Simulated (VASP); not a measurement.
Set up this calculation in VASP 6.6.1, as the native input.

```yaml
Task: single point
Functional: PBE
Potentials_or_basis: VASP PAW PBE potentials, release 64 (Mg, O)
Cutoff: 600 eV
k_mesh: 9 × 9 × 9
Occupations: fermi-dirac, width 0.0005 eV
Spin: no spin polarisation
Dipole_correction: no
Further_INCAR_settings: ALGO = Normal; EDIFF = 1e-06; NBANDS = 11
```

The structure of MgO lies in POSCAR:

```
MgO
1.0
    0.0000000000      2.1525000000      2.1525000000
    2.1525000000      0.0000000000      2.1525000000
    2.1525000000      2.1525000000      0.0000000000
Mg O
1 1
Direct
    0.0000000000      0.0000000000      0.0000000000
    0.5000000000      0.5000000000      0.5000000000
```

These files were run (other wordings do the same):

INCAR

```
SYSTEM = MgO
PREC = Accurate
ENCUT = 600
EDIFF = 1E-6
ISMEAR = -1
SIGMA = 5E-4
LREAL = .FALSE.
LASPH = .TRUE.
NELM = 120
ALGO = Normal
ISIF = 2
LWAVE = .FALSE.
LCHARG = .FALSE.
GGA = PE
NBANDS = 11
GGA_COMPAT = .FALSE.
```

KPOINTS

```
regular mesh
0
G
  9 9 9
  0 0 0
```

Potentials or basis: VASP PAW PBE potentials, release 64 (Mg, O).

Run with:

```bash
$ cat potpaw_PBE.64/Mg/POTCAR potpaw_PBE.64/O/POTCAR > POTCAR
$ mpirun -np 1 vasp_std > vasp.out
```

It gave:

```json
{
 "Pressure": "-6.0 GPa",
 "Band gap on the k mesh": "4.12 eV"
}
```

Caveat: the cell stands under tension.

Run time: 5.4 s on 1 thread of Intel(R) Xeon(R) Platinum 8259CL CPU @ 2.50GHz (Skylake/Cascade Lake) (shared host), peak memory 0.14 GiB.
